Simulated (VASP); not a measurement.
# AgB2 (P6/mmm) in VASP: a series of runs

Aim: see how the results for AgB2 move with the level of theory and the settings. Levels: PBE-based screened hybrid with 25 % exact exchange, PBEsol. Tasks: single point.

All numbers are computed with VASP 6.6.1; they aren't measurements. Logs are shortened: lines on timing, memory, paths and dates and some standing lists are left out, and cuts for length are marked.

**1. The cell of the first run**

Symmetry: P6/mmm, No. 191, hexagonal system. Conventional cell: a = 3.000 Å, b = 3.000 Å, c = 3.240 Å, α = 90.00°, β = 90.00°, γ = 120.00°. Ag (site symmetry 6/mmm) has 12 B at 2.37 Å and 6 Ag at 3.00 Å within 3.1 Å. B (site symmetry -6m2) has 3 B at 1.73 Å and 6 Ag at 2.37 Å within 2.4 Å.

**2. Single point, PBE-based screened hybrid with 25 % exact exchange**

POSCAR

```
AgB2
1.0
    3.0000000000      0.0000000000      0.0000000000
   -1.5000000000      2.5980762114      0.0000000000
    0.0000000000      0.0000000000      3.2400000000
Ag B
1 2
Direct
    0.0000000000      0.0000000000      0.0000000000
    0.6666666667      0.3333333333      0.5000000000
    0.3333333333      0.6666666667      0.5000000000
```

INCAR.step1

```
SYSTEM = AgB2
PREC = Accurate
ENCUT = 520
EDIFF = 1E-5
ISMEAR = -1
SIGMA = 0.05
LREAL = .False.
LASPH = .True.
NELM = 80
ALGO = Normal
ISIF = 2
LWAVE = .True.
NBANDS = 16
GGA = PE
```

INCAR.step2

```
SYSTEM = AgB2
PREC = Accurate
ENCUT = 520
EDIFF = 1E-6
ISMEAR = -1
SIGMA = 0.05
LREAL = .False.
LASPH = .True.
NELM = 80
ALGO = Normal
ISIF = 2
LWAVE = .False.
LCHARG = .True.
GGA = PE
LHFCALC = .True.
AEXX = 0.25
HFSCREEN = 0.1
PRECFOCK = Normal
LELF = .True.
LVHAR = .True.
NBANDS = 16
ISTART = 1
```

KPOINTS

```
Automatic mesh
0
Gamma
  5 5 4
  0 0 0
```

Potentials or basis: VASP PAW PBE potentials, release 64 (Ag, B).

On the command line:

```
cat potpaw_PBE.64/Ag/POTCAR potpaw_PBE.64/B/POTCAR > POTCAR
cp INCAR.step1 INCAR
mpirun -np 1 vasp_std > vasp.out
cp INCAR.step2 INCAR
mpirun -np 1 vasp_std > vasp.out
```

OUTCAR:

```text
SYSTEM = AgB2
   PREC = Accurate
   ENCUT = 520
   EDIFF = 1E-6
   ISMEAR = -1
   LREAL = .False.
   LASPH = .True.
   NELM = 80
   ISIF = 2
   GGA = PE
   LHFCALC = .True.
   AEXX = 0.25
   HFSCREEN = 0.1
   PRECFOCK = Normal
   ISTART = 1

 ion  position               nearest neighbor table
   1  0.000  0.000  0.000-   2 2.37   3 2.37   2 2.37   3 2.37   2 2.37   2 2.37   3 2.37   3 2.37
                             2 2.37   2 2.37   3 2.37   3 2.37
   2  0.667  0.333  0.500-   3 1.73   3 1.73   3 1.73   1 2.37   1 2.37   1 2.37   1 2.37   1 2.37
                             1 2.37
   3  0.333  0.667  0.500-   2 1.73   2 1.73   2 1.73   1 2.37   1 2.37   1 2.37   1 2.37   1 2.37
                             1 2.37

  LATTYP: Found a hexagonal cell.
 ALAT       =     3.0000000000
 C/A-ratio  =     1.0800000000

  Lattice vectors:

 A1 = (   3.0000000000,   0.0000000000,   0.0000000000)
 A2 = (  -1.5000000000,   2.5980762114,   0.0000000000)
 A3 = (   0.0000000000,   0.0000000000,   3.2400000000)

Analysis of symmetry for initial positions (statically):
=====================================================================
 Subroutine PRICEL returns:
 Original cell was already a primitive cell.

 Routine SETGRP: Setting up the symmetry group for a
 hexagonal supercell.

 Subroutine GETGRP returns: Found 24 space group operations
 (whereof 24 operations were pure point group operations)
 out of a pool of 24 trial point group operations.

The static configuration has the point symmetry D_6h.

Analysis of symmetry for dynamics (positions and initial velocities):
=====================================================================
 Subroutine PRICEL returns:
 Original cell was already a primitive cell.

 Routine SETGRP: Setting up the symmetry group for a
 hexagonal supercell.

 Subroutine GETGRP returns: Found 24 space group operations
 (whereof 24 operations were pure point group operations)
 out of a pool of 24 trial point group operations.

The dynamic configuration has the point symmetry D_6h.

 Subroutine INISYM returns: Found 24 space group operations
 (whereof 24 operations are pure point group operations),
 and found     1 'primitive' translations

----------------------------------------------------------------------------------------
[... 90 lines left out ...]
   NFREE  =      0    steps in history (QN), initial steepest desc. (CG)
   ISIF   =      2    stress and relaxation
   ISYM   =      3    0-nonsym 1-usesym 2-fastsym
   POTIM  = 0.5000    time-step for ionic-motion
   TEBEG  =    0.0;   TEEND  =   0.0 temperature during run
   PSTRESS=    0.0 pullay stress
   NELECT =      17.0000    total number of electrons
   NUPDOWN=      -1.0000    fix difference up-down
   EMIN   =  10.00;   EMAX   =-10.00  energy-range for DOS
   EFERMI =   0.00;   METHOD = LEGACY
   ISMEAR =    -1;   SIGMA  =   0.05  broadening in eV -4-tet -1-fermi 0-gaus
   EFERMI_NEDOS =   21; number of points for ismear=-14 and -15
   IALGO  =     38    algorithm
   IMIX   =      1    mixing-type and parameters
     AMIX     =   0.40;   BMIX     =  1.00
     AMIX_MAG =   1.60;   BMIX_MAG =  1.00
  volume/ion in A,a.u.               =       8.42        56.81
  Fermi-wavevector in a.u.,A,eV,Ry     =   1.434779  2.711340 28.008838  2.058591
  Thomas-Fermi vector in A             =   2.554150
   LORBIT       =      0    0 simple, 1 ext, 2 COOP (PROOUT), +10 PAW based schemes
   GGA     = PE    functional components
   LHFCALC =     T    Hartree Fock is set to
   PRECFOCK=normal    Normal, Fast or Accurate (Low or Medium for compatibility)
   ENCUT4O =  -1.0   cutoff for four orbital integrals eV
   NKREDX  =     1    reduce k-point grid by
   NKREDY  =     1    reduce k-point grid by
   NKREDZ  =     1    reduce k-point grid by
   AEXX    =    0.2500 exact exchange contribution
   HFSCREEN=    0.1000 screening length (either q_TF or 0.3 A-1)
   HFSCREENC=   0.1000 screening length for correlation (either q_TF or 0.3 A-1)
   ENCUTFOCK=  -1.0 apply spherical cutoff to Coloumb kernel
   IVDW    =     0    specifies the selected vdW correction
   LEPSILON=     F    determine dielectric tensor
   LRPA    =     F    only Hartree local field effects (RPA)
 non-spin polarized calculation
  energy-cutoff  :      520.00
  volume of cell :       25.25
 maximum number of plane-waves:       698
 NGX is ok and might be reduce to    24
  NGX = 18; NGY = 18; NGZ = 20

 number of electron      16.9999992 magnetization

 Free energy of the ion-electron system (eV)
  ---------------------------------------------------
  ext. energy  EPLUGINS =         0.00000000
  ---------------------------------------------------
  free energy    TOTEN  =       -15.21139482 eV

  energy without entropy =      -15.20542981  energy(sigma->0) =      -15.20841232

 E-fermi :  10.1490     XC(G=0): -10.6165

 val. band max:       10.0701075723   @ k =   0.4000  -0.0000   0.2500
 cond. band min:      10.3723488872   @ k =   0.2000  -0.0000   0.5000
 fundamental gap:      0.3022413149
 Fermi energy:        10.1489869810

 k-point     1 :       0.0000    0.0000    0.0000
  band No.  band energies     occupation
      1      -5.9433      2.00000
      2       1.8847      2.00000
      3       2.4707      2.00000
      4       2.4707      2.00000
      5       4.1317      2.00000
      6       4.1317      2.00000
[... 262 lines left out ...]
      3       1.8129      2.00000
      4       2.8175      2.00000
      5       3.1867      2.00000
      6       4.5335      2.00000
[... 8 lines left out ...]
     15      27.7587      0.00000
     16      27.9615      0.00000

------------------------ aborting loop because EDIFF is reached ----------------------------------------

  FORCE on cell =-STRESS in cart. coord.  units (eV):
  Direction    XX          YY          ZZ          XY          YZ          ZX
  --------------------------------------------------------------------------------------
  -------------------------------------------------------------------------------------
  Total        6.0506037      6.0506037     12.3202851     -0.0000000      0.0000000      0.0000000
  in kB      383.8761581    383.8761581    781.6515445     -0.0000000      0.0000000      0.0000000
  external PRESSURE =     516.4679536 kB  Pullay stress =       0.0000000 kB

 VOLUME and BASIS-vectors are now :
 -----------------------------------------------------------------------------
  energy-cutoff  :      520.00
  volume of cell :       25.25
      direct lattice vectors                 reciprocal lattice vectors
     3.000000000  0.000000000  0.000000000     0.333333333  0.192450090  0.000000000
    -1.500000000  2.598076211  0.000000000     0.000000000  0.384900179  0.000000000
     0.000000000  0.000000000  3.240000000     0.000000000  0.000000000  0.308641975

 POSITION                                       TOTAL-FORCE (eV/Angst)
 -----------------------------------------------------------------------------------
      0.00000      0.00000      0.00000        -0.000000      0.000000      0.000000
      1.50000      0.86603      1.62000        -0.000000     -0.000000      0.000000
     -0.00000      1.73205      1.62000         0.000000      0.000000      0.000000
 -----------------------------------------------------------------------------------
    total drift:                               -0.000000     -0.000000      0.000002

  FREE ENERGIE OF THE ION-ELECTRON SYSTEM (eV)
  ---------------------------------------------------
  free  energy   TOTEN  =       -15.2113948200 eV

  energy  without entropy=      -15.2054298141  energy(sigma->0) =      -15.20841232
```

OUTCAR.step1:

```text
SYSTEM = AgB2
   PREC = Accurate
   ENCUT = 520
   EDIFF = 1E-5
   ISMEAR = -1
   LREAL = .False.
   LASPH = .True.
[... 501 lines left out ...]
      0.00000      0.00000      0.00000         0.000000      0.000000     -0.000000
      1.50000      0.86603      1.62000        -0.000000     -0.000000      0.000000
     -0.00000      1.73205      1.62000        -0.000000      0.000000     -0.000000
 -----------------------------------------------------------------------------------
    total drift:                               -0.000000      0.000000      0.000000

  FREE ENERGIE OF THE ION-ELECTRON SYSTEM (eV)
  ---------------------------------------------------
  free  energy   TOTEN  =       -13.3306311517 eV

  energy  without entropy=      -13.3221647765  energy(sigma->0) =      -13.32639796
```

OSZICAR.step1:

```text
N       E                     dE             d eps       ncg     rms          rms(c)
DAV:   1     0.743890402377E+02    0.74389E+02   -0.80029E+03   480   0.987E+02
DAV:   2    -0.158644311425E+02   -0.90253E+02   -0.82211E+02   592   0.231E+02
DAV:   3    -0.176279909273E+02   -0.17636E+01   -0.17592E+01   544   0.336E+01
DAV:   4    -0.176324031847E+02   -0.44123E-02   -0.44120E-02   648   0.175E+00
DAV:   5    -0.176324284407E+02   -0.25256E-04   -0.25257E-04   544   0.128E-01    0.186E+01
DAV:   6    -0.136494234069E+02    0.39830E+01   -0.78939E+00   512   0.444E+01    0.165E+01
DAV:   7    -0.133935910480E+02    0.25583E+00   -0.14433E+00   504   0.132E+01    0.809E+00
DAV:   8    -0.133329657766E+02    0.60625E-01   -0.10572E-01   568   0.273E+00    0.159E+00
DAV:   9    -0.133315724106E+02    0.13934E-02   -0.44599E-03   544   0.821E-01    0.174E-01
DAV:  10    -0.133306274986E+02    0.94491E-03   -0.13581E-03   528   0.343E-01    0.612E-02
DAV:  11    -0.133306311517E+02   -0.36531E-05   -0.75482E-05   528   0.678E-02
   1 F= -.13330631E+02 E0= -.13326398E+02  d E =-.846638E-02
```

Run time: 7.3 min. Hardware: 1 thread of AMD EPYC 9R45 (Zen 5), shared host; peak memory 0.22 GiB.

Results:

```
Free energy            : -15.2114 eV
Pressure               : 51.6 GPa
Band gap on the k mesh : zero (an odd number of electrons rules out a gap without spin polarisation)
```

Levels at points of the mesh, in eV from the Fermi level:
```tsv
k point	band 5	band 6	band 7	band 8	band 9	band 10	band 11	band 12
(0.00, 0.00, 0.00)	-6.02	-6.02	-3.47	1.36	1.36	6.80	6.80	6.99
(0.00, 0.00, 0.50)	-6.77	-6.77	-5.74	-0.25	-0.25	8.32	10.57	10.57
```

Caveat: the k points lie up to 0.48 Å⁻¹ apart, too coarse for converged energies and pressures of a metal; the PAW data sets were made with another functional, which shifts forces and pressure a little.

**3. Single point, PBE-based screened hybrid with 25 % exact exchange**

POSCAR is that of step 2.

INCAR.step1

```
SYSTEM = AgB2
PREC = Accurate ; ENCUT = 520
EDIFF = 1E-5 ; ISMEAR = -1
SIGMA = 0.05 ; LREAL = .False.
LASPH = .True. ; NELM = 60
ALGO = Normal ; ISIF = 2
LWAVE = .True. ; GGA = PE
NBANDS = 16
```

INCAR.step2

```
SYSTEM = AgB2
PREC = Accurate ; ENCUT = 520
EDIFF = 1E-6 ; ISMEAR = -1
SIGMA = 0.05 ; LREAL = .False.
LASPH = .True. ; NELM = 60
ALGO = Normal ; ISIF = 2
LWAVE = .False. ; LCHARG = .True.
GGA = PE ; LHFCALC = .True.
AEXX = 0.25 ; HFSCREEN = 0.15
PRECFOCK = Normal ; LELF = .True.
LVHAR = .True. ; ISTART = 1
NBANDS = 16
```

KPOINTS is that of step 2.

Potentials or basis: VASP PAW PBE potentials, release 64 (Ag, B).

On the command line:

```
cat potpaw_PBE.64/Ag/POTCAR potpaw_PBE.64/B/POTCAR > POTCAR
cp INCAR.step1 INCAR
mpirun -np 1 vasp_std > vasp.out
cp INCAR.step2 INCAR
mpirun -np 1 vasp_std > vasp.out
```

It took 6.7 min on 1 thread of AMD EPYC 9R45 (Zen 5), shared host; peak memory 0.22 GiB.

It converged, with:

| Property | Result |
| --- | --- |
| Free energy | -14.9717 eV |
| Pressure | 51.7 GPa |
| Band gap on the k mesh | zero (an odd number of electrons rules out a gap without spin polarisation) |

Stress tensor (GPa, compression positive):
```
38.70  0.00  0.00
 0.00 38.70  0.00
 0.00  0.00 77.68
```

Levels at points of the mesh, in eV from the Fermi level:
| k point | band 5 | band 6 | band 7 | band 8 | band 9 | band 10 | band 11 | band 12 |
| --- | --- | --- | --- | --- | --- | --- | --- | --- |
| (0.00, 0.00, 0.00) | -5.98 | -5.98 | -3.41 | 1.24 | 1.24 | 6.67 | 6.67 | 6.85 |
| (0.00, 0.00, 0.50) | -6.73 | -6.73 | -5.69 | -0.24 | -0.24 | 8.18 | 10.44 | 10.44 |

Caveat: the k points lie up to 0.48 Å⁻¹ apart, too coarse for converged energies and pressures of a metal; the PAW data sets were made with another functional, which shifts forces and pressure a little.

[end of part 1 of 2]
